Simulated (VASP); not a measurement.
# C (P2_1/m) in VASP: a series of runs, part 2 of 2

VASP 6.6.1. The steps go on from the part before.

### 3 Single point, PBEsol

File INCAR:

```
  ALGO = Normal
  EDIFF = 1E-6
  ENCUT = 520
  GGA = PS
  ISIF = 2
  ISMEAR = 0
  LASPH = True
  LCHARG = False
  LREAL = False
  LWAVE = False
  NBANDS = 16
  NELM = 100
  PREC = Accurate
  SIGMA = 0.15
```

File KPOINTS:

```
k-points
0
Gamma
  18 18 6
```

File POSCAR:

```
C
1.0
    2.4587330167      0.0000000000      0.0000000000
   -1.2293665084      2.1293252536      0.0000000000
    0.0000000000      0.0000000000      7.2458067263
C
4
Direct
   -0.0910887393     -0.0666815852      0.0025000000
    0.0910887393      0.0666815852      0.5025000000
    0.2422361151      0.5999788745      0.0025000000
    0.7577638849      0.4000211255      0.5025000000
```

Potentials or basis: VASP PAW PBE potentials, release 64 (C).

On the command line:

```console
$ cat potpaw_PBE.64/C/POTCAR > POTCAR
$ mpirun -np 1 vasp_std > vasp.out
```

OUTCAR:

```text
EDIFF = 1E-6
   ENCUT = 520
   GGA = PS
   ISIF = 2
   ISMEAR = 0
   LASPH = True
   LREAL = False
   NELM = 100
   PREC = Accurate

 ion  position               nearest neighbor table
   1  0.909  0.933  0.002-   3 1.42   3 1.42   3 1.42
   2  0.091  0.067  0.502-   4 1.42   4 1.42   4 1.42
   3  0.242  0.600  0.002-   1 1.42   1 1.42   1 1.42
   4  0.758  0.400  0.502-   2 1.42   2 1.42   2 1.42

  LATTYP: Found a hexagonal cell.
[... 655 lines left out ...]

  FORCE on cell =-STRESS in cart. coord.  units (eV):
  Direction    XX          YY          ZZ          XY          YZ          ZX
  --------------------------------------------------------------------------------------
  -------------------------------------------------------------------------------------
  Total        0.2327936      0.2549764      0.0074825     -0.0136335      0.0000000      0.0000000
  in kB        9.8319895     10.7688764      0.3160234     -0.5758088      0.0000000      0.0000000
  external PRESSURE =       6.9722965 kB  Pullay stress =       0.0000000 kB

 VOLUME and BASIS-vectors are now :
 -----------------------------------------------------------------------------
  energy-cutoff  :      520.00
  volume of cell :       37.94
      direct lattice vectors                 reciprocal lattice vectors
     2.458733017  0.000000000  0.000000000     0.406713536  0.234816170  0.000000000
    -1.229366508  2.129325254  0.000000000     0.000000000  0.469632339  0.000000000
     0.000000000  0.000000000  7.245806726     0.000000000  0.000000000  0.138010858

 POSITION                                       TOTAL-FORCE (eV/Angst)
 -----------------------------------------------------------------------------------
      1.08738      1.98734      0.01811         0.001568      0.003248      0.000000
      0.14199      0.14199      3.64102        -0.001568     -0.003248      0.000000
     -0.14200      1.27755      0.01811         0.000227      0.002965      0.000000
      1.37137      0.85178      3.64102        -0.000227     -0.002965      0.000000
 -----------------------------------------------------------------------------------
    total drift:                               -0.000000     -0.000000     -0.000010

  FREE ENERGIE OF THE ION-ELECTRON SYSTEM (eV)
  ---------------------------------------------------
  free  energy   TOTEN  =       -38.5782730921 eV

  energy  without entropy=      -38.5772768815  energy(sigma->0) =      -38.57777499
```

stdout:

```text
POSCAR found type information on POSCAR C
 POSCAR found :  1 types and       4 ions
 scaLAPACK will be used
 -----------------------------------------------------------------------------
|                                                                             |
|                                                                             |
|     You enforced a specific xc type in the INCAR file but a different       |
|     I HOPE YOU KNOW WHAT YOU ARE DOING!                                     |
|                                                                             |
 -----------------------------------------------------------------------------

 LDA part: xc-table for (Slater+PW92), standard interpolation
 POSCAR, INCAR and KPOINTS ok, starting setup
 FFT: planning ... GRIDC
 FFT: planning ... GRID_SOFT
 FFT: planning ... GRID
 WAVECAR not read
 entering main loop
```

It took 3.2 min on 1 thread of AMD EPYC 9R45 (Zen 5), shared host; peak memory 0.34 GiB.

What came out:

| Property | Result |
| --- | --- |
| Free energy | -38.5783 eV |
| Pressure | 0.7 GPa |
| Largest force | 0.004 eV/Å |

Forces on the atoms (eV/Å):
```
C    0.002  0.003  0.000
C   -0.002 -0.003  0.000
C    0.000  0.003  0.000
C    0.000 -0.003  0.000
```

Caveat: this functional lacks dispersion, which binds layers or chains, so the pressure and a relaxed spacing across them are unreliable; the PAW data sets were made with another functional, which shifts forces and pressure a little.

### 4 Single point, PBEsol

File INCAR:

```
SYSTEM = C
ALGO = Normal
EDIFF = 1E-6
ENCUT = 520
GGA = PS
ISIF = 2
ISMEAR = 0
LASPH = .TRUE.
LCHARG = .FALSE.
LREAL = .FALSE.
LWAVE = .FALSE.
NBANDS = 16
NELM = 80
PREC = Accurate
SIGMA = 0.15
```

File KPOINTS:

```
k-points
0
G
  18 18 6
  0 0 0
```

File POSCAR:

```
C
1.0
    2.4587330167      0.0000000000      0.0000000000
   -1.2293665084      2.1293252536      0.0000000000
    0.0000000000      0.0000000000      7.2458067263
C
4
Direct
   -0.1732438402      0.0000000000      0.0025000000
    0.1732438402      0.0000000000      0.5025000000
    0.1600733669      0.6666666667      0.0025000000
    0.8399266331      0.3333333333      0.5025000000
```

On the command line:

```console
$ cat potpaw_PBE.64/C/POTCAR > POTCAR
$ mpirun -np 1 vasp_std > vasp.out
```

Wall time 7.8 min (1 thread of Intel Xeon 8259CL, shared host); peak memory 0.37 GiB.

The run converged. Its results:

| Quantity | Value |
| --- | --- |
| Free energy | -38.5732 eV |
| Pressure | 0.8 GPa |
| Largest force | 0.011 eV/Å |
| Band gap on the k mesh | zero (filled and empty bands touch) |

Forces on the atoms (eV/Å):
```
C    0.004 -0.007  0.000
C   -0.004  0.007  0.000
C    0.004 -0.010  0.000
C   -0.004  0.010  0.000
```

Stress tensor (GPa, compression positive):
```
 0.94 -0.06  0.00
-0.06  1.01  0.00
 0.00  0.00  0.31
```

Levels at points of the mesh, in eV from the Fermi level:
| k point | band 6 | band 7 | band 8 | band 9 | band 10 | band 11 |
| --- | --- | --- | --- | --- | --- | --- |
| (0.00, 0.00, 0.00) | -2.99 | -2.98 | -2.98 | 3.52 | 8.34 | 8.35 |
| (0.50, 0.00, 0.00) | -6.40 | -2.82 | -1.90 | 1.11 | 2.25 | 7.39 |
| (0.00, 0.50, 0.00) | -6.40 | -2.63 | -2.18 | 1.43 | 2.04 | 7.38 |
| (0.50, 0.50, 0.00) | -6.40 | -2.64 | -2.16 | 1.41 | 2.05 | 7.39 |
| (0.00, 0.00, 0.50) | -2.99 | -2.98 | -2.98 | 5.63 | 5.63 | 8.36 |
| (0.50, 0.00, 0.50) | -6.41 | -2.38 | -2.38 | 1.63 | 1.63 | 7.44 |
| (0.00, 0.50, 0.50) | -6.41 | -2.38 | -2.38 | 1.63 | 1.63 | 7.44 |
| (0.50, 0.50, 0.50) | -6.41 | -2.38 | -2.38 | 1.63 | 1.63 | 7.44 |

Caveat: this functional lacks dispersion, which binds layers or chains, so the pressure and a relaxed spacing across them are unreliable; the PAW data sets were made with another functional, which shifts forces and pressure a little.

### 5 Single point, PBEsol

File INCAR:

```
SYSTEM = C
ALGO = Normal ; EDIFF = 1E-7
ENCUT = 520 ; GGA = PS
ISIF = 2 ; ISMEAR = 0
LASPH = .TRUE. ; LCHARG = .TRUE.
LELF = .TRUE. ; LREAL = .FALSE.
LVHAR = .TRUE. ; LWAVE = .FALSE.
NBANDS = 16 ; NELM = 60
PREC = Accurate ; SIGMA = 0.15
```

KPOINTS is that of step 4.

File POSCAR:

```
C
1.0
    2.4587330167      0.0000000000      0.0000000000
   -1.2293665084      2.1293252536      0.0000000000
    0.0000000000      0.0000000000      7.2458067263
C
4
Direct
   -0.1065622550      0.1333631704      0.0025000000
    0.1065622550     -0.1333631704      0.5025000000
    0.2267611591      0.8000422510      0.0025000000
    0.7732388409      0.1999577490      0.5025000000
```

On the command line:

```console
$ cat potpaw_PBE.64/C/POTCAR > POTCAR
$ mpirun -np 1 vasp_std > vasp.out
```

Run time: 8 min. Hardware: 1 thread of Intel Xeon 8259CL, shared host; peak memory 0.37 GiB.

Results (log left out):

| Quantity | Value |
| --- | --- |
| Free energy | -38.5645 eV |
| Pressure | 0.9 GPa |
| Largest force | 0.012 eV/Å |
| Band gap on the k mesh | zero (filled and empty bands touch) |

Forces on the atoms (eV/Å):
```
C    0.008 -0.003  0.000
C   -0.008  0.003  0.000
C    0.011 -0.004  0.000
C   -0.011  0.004  0.000
```

Levels at points of the mesh, in eV from the Fermi level:
```csv
k point,band 5,band 6,band 7,band 8,band 9,band 10,band 11,band 12
"(0.00, 0.00, 0.00)",-2.99,-2.99,-2.98,-2.98,3.52,8.34,8.35,8.37
"(0.50, 0.00, 0.00)",-6.42,-6.40,-2.79,-1.94,1.13,2.26,7.37,7.52
"(0.00, 0.50, 0.00)",-6.41,-6.40,-2.81,-1.91,1.10,2.28,7.38,7.51
"(0.50, 0.50, 0.00)",-6.42,-6.39,-2.76,-2.00,1.19,2.22,7.33,7.56
"(0.00, 0.00, 0.50)",-2.98,-2.98,-2.98,-2.98,5.63,5.63,8.36,8.36
"(0.50, 0.00, 0.50)",-6.41,-6.41,-2.38,-2.38,1.63,1.63,7.44,7.44
"(0.00, 0.50, 0.50)",-6.41,-6.41,-2.38,-2.38,1.63,1.63,7.44,7.44
"(0.50, 0.50, 0.50)",-6.41,-6.41,-2.38,-2.38,1.63,1.63,7.44,7.44
```

Caveat: this functional lacks dispersion, which binds layers or chains, so the pressure and a relaxed spacing across them are unreliable; the PAW data sets were made with another functional, which shifts forces and pressure a little.

### 6 The runs side by side

```tsv
cell	gap on the mesh (eV)	pressure (GPa)	largest force (eV/Å)
as given, atomic positions A	-	0.7	0.01
as given, atomic positions B	-	0.7	-
as given, atomic positions C	none	0.8	0.01
as given, atomic positions D	none	0.9	0.01
```

Alike in all rows: task single point; level PBEsol; potentials or basis VASP PAW PBE potentials, release 64 (C); no spin polarisation; k mesh 18 × 18 × 6; cutoff (eV) 520; smearing gaussian 0.15 eV.

Caveats: this functional lacks dispersion, which binds layers or chains, so the pressure and a relaxed spacing across them are unreliable; the PAW data sets were made with another functional, which shifts forces and pressure a little.

Total energies depend on the potentials used, so only differences within one code and one set of settings carry meaning.
